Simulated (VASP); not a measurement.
## MgO: single point with LDA

The system is MgO.

```
Mg O
1.0
     2.08999    2.08999    0.00000
    -2.08999    2.08999    0.00000
     0.00000    2.08999    2.07335
Mg O
1 1
Direct
  0.00000 0.00000 0.00000
  0.50000 0.50000 0.00000
```

This cell differs from its parent crystal: in-plane strain +0.005, then relaxed in part.

```
Program                : VASP 6.6.1
Task                   : single point
Functional             : LDA
Potentials or basis    : VASP PAW LDA potentials, release 64 (Mg_sv, O)
Cutoff                 : 750 eV
k mesh                 : 10 × 10 × 10
Occupations            : gaussian, width 0.01 eV
Spin                   : no spin polarisation
Dipole correction      : no
Mended                 : yes
Further INCAR settings : ALGO = Normal; EDIFF = 1e-06; NBANDS = 15
```

```
Pressure               : -1.1 GPa
Band gap on the k mesh : 4.97 eV
```

Stress tensor (GPa, compression positive):
```
-1.74  0.00  0.00
 0.00 -1.74  0.00
 0.00  0.00  0.12
```

Levels at points of the mesh, in eV from the valence-band top:
```tsv
k point	band 6	band 7	band 8	band 9	band 10	band 11
(0.00, 0.00, 0.00)	-0.02	0.00	0.00	4.97	15.66	15.66
(0.50, 0.00, 0.00)	-4.83	-0.72	-0.70	7.93	12.76	16.23
(0.50, 0.50, 0.00)	-4.26	-1.43	-1.38	8.95	10.07	13.18
(0.00, 0.00, 0.50)	-4.23	-1.44	-1.44	8.86	10.06	13.29
```

Run time: 58 s on 1 thread of Intel(R) Xeon(R) Platinum 8175M CPU @ 2.50GHz (Skylake/Cascade Lake), on a shared host, peak memory 0.16 GiB.

Caveat: the cell differs from its parent crystal (in-plane strain +0.005, then relaxed in part).
